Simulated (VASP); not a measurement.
# LaO4 (P6/mmm) in VASP: notebook, part 2 of 2

VASP 6.6.1.

### Step 4. Single point, PBE

This run uses another cell than the first one: it holds 5 atoms, not 10.

The input, INCAR:

```
  PREC = Accurate
  ENCUT = 520
  EDIFF = 1E-7
  ISMEAR = 0
  SIGMA = 0.1
  LREAL = False
  LASPH = True
  NELM = 100
  ALGO = Normal
  ISIF = 2
  LWAVE = False
  LCHARG = True
  GGA = PE
  LELF = True
  LVHAR = True
  NBANDS = 26
```

The input, KPOINTS:

```
regular mesh
0
Gamma
  12 12 10
```

The input, POSCAR:

```
LaO4
1.0
    4.2266821247      0.0000000000      0.0000000000
   -2.1133410623      3.6604140937      0.0000000000
    0.0000000000      0.0000000000      3.8439606928
La O
1 4
Direct
    0.0000000000      0.0000000000      0.5000000000
    0.3333333333      0.6666666667      0.1816156536
    0.3333333333      0.6666666667      0.8183843464
    0.6666666667      0.3333333333      0.8183843464
    0.6666666667      0.3333333333      0.1816156536
```

Potentials or basis: VASP PAW PBE potentials, release 64 (La, O).

Started as:

```
> cat potpaw_PBE.64/La/POTCAR potpaw_PBE.64/O/POTCAR > POTCAR
> mpirun -np 1 vasp_std > vasp.out
```

OUTCAR:

```text
PREC = Accurate
   ENCUT = 520
   EDIFF = 1E-7
   ISMEAR = 0
   LREAL = False
   LASPH = True
   NELM = 100
   ISIF = 2
   GGA = PE

 ion  position               nearest neighbor table
   1  0.000  0.000  0.500-   2 2.73   3 2.73   4 2.73   5 2.73   2 2.73   3 2.73   4 2.73   5 2.73
                             4 2.73   5 2.73   2 2.73   3 2.73
   2  0.333  0.667  0.182-   3 1.40   1 2.73   1 2.73   1 2.73
   3  0.333  0.667  0.818-   2 1.40   1 2.73   1 2.73   1 2.73
   4  0.667  0.333  0.818-   5 1.40   1 2.73   1 2.73   1 2.73
   5  0.667  0.333  0.182-   4 1.40   1 2.73   1 2.73   1 2.73

  LATTYP: Found a hexagonal cell.
 ALAT       =     4.2266821247
 C/A-ratio  =     0.9094510965

  Lattice vectors:

 A1 = (   4.2266821247,   0.0000000000,   0.0000000000)
 A2 = (  -2.1133410623,   3.6604140937,   0.0000000000)
 A3 = (   0.0000000000,   0.0000000000,   3.8439606928)

Analysis of symmetry for initial positions (statically):
=====================================================================
 Subroutine PRICEL returns:
 Original cell was already a primitive cell.

 Routine SETGRP: Setting up the symmetry group for a
 hexagonal supercell.

 Subroutine GETGRP returns: Found 24 space group operations
 (whereof 24 operations were pure point group operations)
 out of a pool of 24 trial point group operations.

The static configuration has the point symmetry D_6h.

Analysis of symmetry for dynamics (positions and initial velocities):
=====================================================================
 Subroutine PRICEL returns:
 Original cell was already a primitive cell.

 Routine SETGRP: Setting up the symmetry group for a
 hexagonal supercell.

 Subroutine GETGRP returns: Found 24 space group operations
 (whereof 24 operations were pure point group operations)
 out of a pool of 24 trial point group operations.

The dynamic configuration has the point symmetry D_6h.

 Subroutine INISYM returns: Found 24 space group operations
 (whereof 24 operations are pure point group operations),
 and found     1 'primitive' translations

----------------------------------------------------------------------------------------

                                     Primitive cell

  volume of cell :      59.4715

  direct lattice vectors                    reciprocal lattice vectors
     4.226682125  0.000000000  0.000000000     0.236592195  0.136596567  0.000000000
    -2.113341062  3.660414094  0.000000000     0.000000000  0.273193135  0.000000000
     0.000000000  0.000000000  3.843960693     0.000000000  0.000000000  0.260148342

  length of vectors
     4.226682125  4.226682125  3.843960693     0.273193135  0.273193135  0.260148342

  position of ions in fractional coordinates (direct lattice)
     0.000000000  0.000000000  0.500000000
     0.333333333  0.666666667  0.181615654
     0.333333333  0.666666667  0.818384346
     0.666666667  0.333333333  0.818384346
     0.666666667  0.333333333  0.181615654

  ion indices of the primitive-cell ions
   primitive index   ion index
                 1           1
                 2           2
                 3           3
                 4           4
                 5           5

----------------------------------------------------------------------------------------

 KPOINTS: regular mesh

Automatic generation of k-mesh.
 Grid dimensions read from file:
 generate k-points for:   12   12   10

 Generating k-lattice:

  Cartesian coordinates                     Fractional coordinates (reciprocal lattice)
     0.019716016  0.011383047  0.000000000     0.083333333 -0.000000000  0.000000000
     0.000000000  0.022766095  0.000000000     0.000000000  0.083333333  0.000000000
     0.000000000  0.000000000  0.026014834     0.000000000  0.000000000  0.100000000

  Length of vectors
     0.022766095  0.022766095  0.026014834

  Shift w.r.t. Gamma in fractional coordinates (k-lattice)
     0.000000000  0.000000000  0.000000000

 Subroutine IBZKPT returns following result:
 ===========================================

 Found    114 irreducible k-points:

 Following reciprocal coordinates:
            Coordinates               Weight
  0.000000  0.000000  0.000000      1.000000
  0.083333 -0.000000  0.000000      6.000000
  0.166667 -0.000000  0.000000      6.000000
  0.250000  0.000000  0.000000      6.000000
  0.333333  0.000000  0.000000      6.000000
  0.416667 -0.000000  0.000000      6.000000
[... 16 lines left out ...]
  0.250000  0.000000  0.100000     12.000000
  0.333333  0.000000  0.100000     12.000000
 [... further k-points ...]
   k-points           NKPTS =    114   k-points in BZ     NKDIM =    114   number of bands    NBANDS=     26
   number of dos      NEDOS =    301   number of ions     NIONS =      5
   total plane-waves  NPLWV =  30720
   dimension x,y,z NGX =    32 NGY =   32 NGZ =   30
   dimension x,y,z NGXF=    64 NGYF=   64 NGZF=   60
   ions per type =               1   4
   NGX,Y,Z   is equivalent  to a cutoff of  12.59, 12.59, 12.97 a.u.
   NGXF,Y,Z  is equivalent  to a cutoff of  25.17, 25.17, 25.95 a.u.
 SYSTEM =  unknown system
   PREC   = accura    normal or accurate (medium, high low for compatibility)
   ISTART =      0    job   : 0-new  1-cont  2-samecut
   ICHARG =      2    charge: 1-file 2-atom 10-const
   ISPIN  =      1    spin polarized calculation?
   LNONCOLLINEAR =      F non collinear calculations
   LSORBIT =      F    spin-orbit coupling
   LASPH  =      T    aspherical Exc in radial PAW
   ENCUT  =  520.0 eV  38.22 Ry    6.18 a.u.   7.86  7.86  7.15*2*pi/ulx,y,z
   NELM   =    100;   NELMIN=  2; NELMDL= -5     # of ELM steps
   EDIFF  = 0.1E-06   stopping-criterion for ELM
   LREAL  =      F    real-space projection
   EDIFFG = 0.1E-05   stopping-criterion for IOM
   NSW    =      0    number of steps for IOM
   IBRION =     -1    ionic relax: 0-MD 1-quasi-New 2-CG
   NFREE  =      0    steps in history (QN), initial steepest desc. (CG)
   ISIF   =      2    stress and relaxation
   ISYM   =      2    0-nonsym 1-usesym 2-fastsym
   POTIM  = 0.5000    time-step for ionic-motion
   TEBEG  =    0.0;   TEEND  =   0.0 temperature during run
   PSTRESS=    0.0 pullay stress
   NELECT =      35.0000    total number of electrons
   NUPDOWN=      -1.0000    fix difference up-down
   EMIN   =  10.00;   EMAX   =-10.00  energy-range for DOS
   EFERMI =   0.00;   METHOD = LEGACY
   ISMEAR =     0;   SIGMA  =   0.10  broadening in eV -4-tet -1-fermi 0-gaus
   EFERMI_NEDOS =   21; number of points for ismear=-14 and -15
   IALGO  =     38    algorithm
   IMIX   =      4    mixing-type and parameters
     AMIX     =   0.40;   BMIX     =  1.00
     AMIX_MAG =   1.60;   BMIX_MAG =  1.00
  volume/ion in A,a.u.               =      11.89        80.27
  Fermi-wavevector in a.u.,A,eV,Ry     =   1.371917  2.592548 25.608302  1.882157
  Thomas-Fermi vector in A             =   2.497571
   LORBIT       =      0    0 simple, 1 ext, 2 COOP (PROOUT), +10 PAW based schemes
   GGA     = PE    functional components
   LHFCALC =     F    Hartree Fock is set to
   AEXX    =    0.0000 exact exchange contribution
   IVDW    =     0    specifies the selected vdW correction
   LEPSILON=     F    determine dielectric tensor
   LRPA    =     F    only Hartree local field effects (RPA)
 non-spin polarized calculation
 Gauss-broadening in eV      SIGMA  =   0.10
  energy-cutoff  :      520.00
  volume of cell :       59.47
 maximum number of plane-waves:      1620
 NGX is ok and might be reduce to    32

 number of electron      35.0000011 magnetization

 Free energy of the ion-electron system (eV)
  ---------------------------------------------------
  ext. energy  EPLUGINS =         0.00000000
  ---------------------------------------------------
  free energy    TOTEN  =       -31.12262720 eV

  energy without entropy =      -31.10368397  energy(sigma->0) =      -31.11315558

 E-fermi :   7.1434     XC(G=0): -10.9639

 val. band max:        7.1392388526   @ k =   0.2500   0.2500   0.4000
 cond. band min:       7.1487215703   @ k =   0.2500   0.1667   0.3000
 fundamental gap:      0.0094827177
 Fermi energy:         7.1434109347

 k-point     1 :       0.0000    0.0000    0.0000
  band No.  band energies     occupation
      1     -25.3974      2.00000
      2     -16.3700      2.00000
      3     -15.0815      2.00000
      4      -9.8022      2.00000
      5      -8.8323      2.00000
      6      -8.8323      2.00000
[... 685 lines left out ...]
     25       9.8510      0.00000
     26       9.9439      0.00000

 [... further k-points ...]
[... 5 lines left out ...]
  --------------------------------------------------------------------------------------
  -------------------------------------------------------------------------------------
  Total       -0.1517372     -0.1517372      0.7425923     -0.0000000     -0.0000000      0.0000000
  in kB       -4.0878411     -4.0878411     20.0056313     -0.0000000     -0.0000000      0.0000000
  external PRESSURE =       3.9433164 kB  Pullay stress =       0.0000000 kB

 VOLUME and BASIS-vectors are now :
 -----------------------------------------------------------------------------
  energy-cutoff  :      520.00
  volume of cell :       59.47
      direct lattice vectors                 reciprocal lattice vectors
     4.226682125  0.000000000  0.000000000     0.236592195  0.136596567  0.000000000
    -2.113341062  3.660414094  0.000000000     0.000000000  0.273193135  0.000000000
     0.000000000  0.000000000  3.843960693     0.000000000  0.000000000  0.260148342

 POSITION                                       TOTAL-FORCE (eV/Angst)
 -----------------------------------------------------------------------------------
      0.00000      0.00000      1.92198        -0.000000      0.000000      0.000000
     -0.00000      2.44028      0.69812        -0.000000      0.000000      0.307564
     -0.00000      2.44028      3.14584         0.000000      0.000000     -0.307564
      2.11334      1.22014      3.14584         0.000000     -0.000000     -0.307564
      2.11334      1.22014      0.69812         0.000000      0.000000      0.307564
 -----------------------------------------------------------------------------------
    total drift:                               -0.000000      0.000000      0.000000

  FREE ENERGIE OF THE ION-ELECTRON SYSTEM (eV)
  ---------------------------------------------------
  free  energy   TOTEN  =       -31.1226271977 eV

  energy  without entropy=      -31.1036839704  energy(sigma->0) =      -31.11315558
```

stdout:

```text
POSCAR found type information on POSCAR LaO
 POSCAR found :  2 types and       5 ions
 scaLAPACK will be used
 LDA part: xc-table for (Slater+PW92), standard interpolation
 POSCAR, INCAR and KPOINTS ok, starting setup
 FFT: planning ... GRIDC
 FFT: planning ... GRID_SOFT
 FFT: planning ... GRID
 WAVECAR not read
 entering main loop
```

Wall time 78 s (1 thread of Intel Xeon 6975P-C (Granite Rapids), shared host); peak memory 0.3 GiB.

Results:

```
Free energy   : -31.1226 eV
Pressure      : 0.4 GPa
Largest force : 0.308 eV/Å
```

Forces in eV/Å, atoms in the order of the input:
```
La   0.000  0.000  0.000
O    0.000  0.000  0.308
O    0.000  0.000 -0.308
O    0.000  0.000 -0.308
O    0.000  0.000  0.308
```

Stress tensor (GPa, compression positive):
```
-0.41  0.00  0.00
 0.00 -0.41  0.00
 0.00  0.00  2.00
```

Levels at points of the mesh, in eV from the Fermi level:
```tsv
k point	band 15	band 16	band 17	band 18	band 19	band 20	band 21	band 22
(0.00, 0.00, 0.00)	-1.93	-1.93	-0.57	-0.57	0.82	2.31	2.31	2.49
(0.50, 0.00, 0.00)	-2.59	-1.17	-0.28	0.28	1.24	2.19	2.21	2.54
(0.00, 0.00, 0.50)	-3.43	-3.43	0.16	0.16	1.67	2.26	2.36	2.49
(0.50, 0.00, 0.50)	-2.25	-2.19	-0.62	-0.41	2.10	2.18	2.42	2.51
```

Caveat: spin-orbit coupling is left out, which moves the levels of the heavy elements; an odd number of electrons without spin polarisation forces a metal; a magnetic or distorted state may lie lower.

### Step 5. Relaxation of cell and atoms, PBE

This run uses another cell than the first one: it holds 5 atoms, not 10.

The input, INCAR:

```
PREC = Accurate ; ENCUT = 600
EDIFF = 1E-6 ; ISMEAR = 0
SIGMA = 0.1 ; LREAL = F
LASPH = T ; NELM = 60
ALGO = Normal ; ISIF = 3
LWAVE = F ; LCHARG = F
GGA = PE ; IBRION = 2
NSW = 100 ; EDIFFG = -0.01
```

KPOINTS is that of step 4.

The input, POSCAR:

```
LaO4
1.0
    4.2265826057      0.0000000000      0.0000000000
   -2.1132913028      3.6603279077      0.0000000000
    0.0000000000      0.0000000000      3.8478217403
La O
1 4
Direct
    0.0000000000      0.0000000000      0.5000000000
    0.3333333333      0.6666666667      0.1814378732
    0.3333333333      0.6666666667      0.8185621268
    0.6666666667      0.3333333333      0.8185621268
    0.6666666667      0.3333333333      0.1814378732
```

Started as:

```
> cat potpaw_PBE.64/La/POTCAR potpaw_PBE.64/O/POTCAR > POTCAR
> mpirun -np 1 vasp_std > vasp.out
```

It took 6.7 min on 1 thread of Intel Xeon 6975P-C (Granite Rapids), shared host; peak memory 0.34 GiB.

It converged, with:

```
Free energy                            : -31.1366 eV
Relaxed volume                         : 11.86 Å³/atom
Relaxed cell                           : a = 4.222 Å, b = 4.222 Å, c = 3.840 Å, α = 90.00°, β = 90.00°, γ = 120.00°
Space group after relaxing (to 0.05 Å) : P6/mmm (No. 191)
Energy gained by relaxing              : 0.7 meV/atom
Ionic steps                            : 13
Pressure after relaxing                : 0.0 GPa
```

Step by step:
| step | energy change (eV) | largest force (eV/Å) | pressure (GPa) | volume (Å³) |
| --- | --- | --- | --- | --- |
| 1 | 0.0000 | 0.2992 | 0.09 | 59.53 |
| 2 | 0.0185 | 0.7177 | -1.85 | 59.58 |
| 3 | -0.0026 | 0.0170 | -0.45 | 59.54 |
| 4 | -0.0032 | 0.0049 | 0.02 | 59.30 |
| 5 | -0.0032 | 0.0062 | 0.00 | 59.27 |
| 6 | -0.0032 | 0.0032 | 0.12 | 59.22 |
| 7 | -0.0032 | 0.0034 | 0.12 | 59.24 |
| 8 | -0.0032 | 0.0049 | 0.06 | 59.26 |
| 9 | -0.0032 | 0.0045 | 0.06 | 59.25 |
| 10 | -0.0033 | 0.0112 | 0.00 | 59.28 |
| 11 | -0.0033 | 0.0110 | 0.01 | 59.28 |
| 12 | -0.0033 | 0.0203 | -0.06 | 59.29 |
| 13 | -0.0033 | 0.0004 | -0.03 | 59.28 |

Final structure:
```yaml
crystal:
  lattice:
    - [4.22191, 0.00000, 0.00000]
    - [-2.11095, 3.65628, 0.00000]
    - [0.00000, 0.00000, 3.84030]
  atoms:
    - { symbol: La, position: [0.00000, 0.00000, 0.50000] }
    - { symbol: O, position: [0.33333, 0.66667, 0.18299] }
    - { symbol: O, position: [0.33333, 0.66667, 0.81701] }
    - { symbol: O, position: [0.66667, 0.33333, 0.81701] }
    - { symbol: O, position: [0.66667, 0.33333, 0.18299] }
```

Levels at points of the mesh, in eV from the Fermi level:
```tsv
k point	band 14	band 15	band 16	band 17	band 18	band 19	band 20	band 21
(0.00, 0.00, 0.00)	-3.90	-1.94	-1.94	-0.57	-0.57	0.89	2.36	2.36
(0.50, 0.00, 0.00)	-3.89	-2.59	-1.17	-0.27	0.28	1.29	2.24	2.27
(0.00, 0.00, 0.50)	-4.55	-3.45	-3.45	0.16	0.16	1.61	2.31	2.39
(0.50, 0.00, 0.50)	-3.52	-2.26	-2.20	-0.63	-0.42	2.11	2.24	2.46
```

Caveat: spin-orbit coupling is left out, which moves the levels of the heavy elements; an odd number of electrons without spin polarisation forces a metal; a magnetic or distorted state may lie lower.

### Step 6. Summary

| task | cell | k mesh | cutoff (eV) | smearing | gap on the mesh (eV) | pressure (GPa) | relaxed volume (Å³/atom) | largest force (eV/Å) |
| --- | --- | --- | --- | --- | --- | --- | --- | --- |
| single point | a = 4.227, b = 4.227, c = 7.688 Å, angles 90.0, 90.0, 120.0°, 10 atoms | 6 × 6 × 4 | 520 | gaussian 0.2 eV | none | 0.5 | - | 0.31 |
| relaxation of cell and atoms | relaxed from a = 4.116, b = 4.116, c = 4.818 Å, angles 90.0, 90.0, 120.0°, 5 atoms | 6 × 6 × 4 | 600 | gaussian 0.1 eV | none | -0.3 | 11.90 | - |
| single point | a = 4.227, b = 4.227, c = 3.844 Å, angles 90.0, 90.0, 120.0°, 5 atoms | 12 × 12 × 10 | 520 | gaussian 0.1 eV | none | 0.4 | - | 0.31 |
| relaxation of cell and atoms | relaxed from a = 4.227, b = 4.227, c = 3.848 Å, angles 90.0, 90.0, 120.0°, 5 atoms | 12 × 12 × 10 | 600 | gaussian 0.1 eV | none | 0.0 | 11.86 | - |

Alike in all rows: level PBE; potentials or basis VASP PAW PBE potentials, release 64 (La, O); no spin polarisation.

Caveats: spin-orbit coupling is left out, which moves the levels of the heavy elements; an odd number of electrons without spin polarisation forces a metal (some runs); a magnetic or distorted state may lie lower (some runs); the volume moved by over 15 % at a fixed basis, so the end points are rough (some runs).

Absolute energies hang on the potentials; compare differences alone.
